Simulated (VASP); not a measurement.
Wanted: the native input for a VASP 6.6.1 run.

```
Task                   : single point
Functional             : r2SCAN
Potentials or basis    : VASP PAW PBE potentials, release 64 (Ti_sv, O)
Cutoff                 : 520 eV
k mesh                 : 6 × 6 × 4
Occupations            : gaussian, width 0.05 eV
Spin                   : no spin polarisation
Dipole correction      : no
Further INCAR settings : ALGO = Normal; EDIFF = 1e-07; NBANDS = 60
```

The system is TiO2.

```xyz
12
Lattice="2.6712 -2.6713 -0.0202 0.0358 -2.6713 4.7919 -5.3423 -5.3425 0.0403" Properties=species:S:1:pos:R:3 pbc="T T T"
Ti    1.9328   -3.4001    1.2614
Ti   -0.5794   -5.9490    1.1245
Ti   -1.8972   -4.7134    3.6651
Ti   -4.7269   -7.3075    3.5732
O    -0.6131   -6.0046    3.2836
O    -3.3461   -8.6875    3.1155
O     0.8025   -2.0217    1.4454
O    -2.1139   -4.6562    1.7796
O    -0.5673   -3.0761    4.0284
O    -3.3795   -6.2735    4.0086
O     0.6563   -4.7080    0.7362
O    -1.9801   -7.3125    0.8508
```

The input as run:

POSCAR

```
TiO2
1.0
    2.6711600386     -2.6712510904     -0.0201684203
    0.0358186650     -2.6712510904      4.7918789643
   -5.3423200773     -5.3425021808      0.0403368406
Ti O
4 8
Direct
    0.8633146680      0.2662611364      0.0716430536
    0.8866348234      0.2337388636      0.5533316920
    0.1410882756      0.7618214268      0.4307834414
    0.1089622330      0.7381785732      0.9442418130
    0.6624597826      0.6842400722      0.4505787978
    0.6730148016      0.6448492276      0.9671728432
    0.3751623472      0.3028745293      0.0394013160
    0.2893630686      0.3680361709      0.5428470430
    0.0440878138      0.8397325239      0.1338605893
    0.1205047680      0.8311781763      0.6984213527
    0.9256963405      0.1546677477      0.3410450136
    0.9097110777      0.1744215521      0.8266730444
```

INCAR.step1

```
SYSTEM = TiO2
PREC = Accurate ; ENCUT = 520
ISMEAR = 0 ; SIGMA = 0.05
LREAL = .False. ; LASPH = .True.
NELM = 80 ; NBANDS = 60
GGA = PE ; ALGO = Normal
EDIFF = 1E-4 ; LWAVE = .True.
LCHARG = .False.
```

INCAR.step2

```
SYSTEM = TiO2
PREC = Accurate ; ENCUT = 520
EDIFF = 1E-7 ; ISMEAR = 0
SIGMA = 0.05 ; LREAL = .False.
LASPH = .True. ; NELM = 80
ALGO = Normal ; ISIF = 2
LWAVE = .False. ; LCHARG = .False.
METAGGA = R2SCAN ; LMIXTAU = .True.
NBANDS = 60 ; ISTART = 1
```

KPOINTS

```
regular mesh
0
Gamma
  6 6 4
  0 0 0
```

Potentials or basis: VASP PAW PBE potentials, release 64 (Ti_sv, O).

Launch:

```console
$ cat potpaw_PBE.64/Ti_sv/POTCAR potpaw_PBE.64/O/POTCAR > POTCAR
$ cp INCAR.step1 INCAR
$ mpirun -np 1 vasp_std > vasp.out
$ cp INCAR.step2 INCAR
$ mpirun -np 1 vasp_std > vasp.out
```

It gave:

| Property | Result |
| --- | --- |
| Pressure | 9.5 GPa |
| Largest force | 7.088 eV/Å |
| Band gap on the k mesh | 1.99 eV (least direct gap 2.20 eV) |

Caveat: the cell stands under pressure; the PAW data sets were made with another functional, which shifts forces and pressure a little.

It took 75 min on 1 thread of Oxide Virtual Turin-like Processor, with other jobs on the host, peak memory 0.52 GiB.
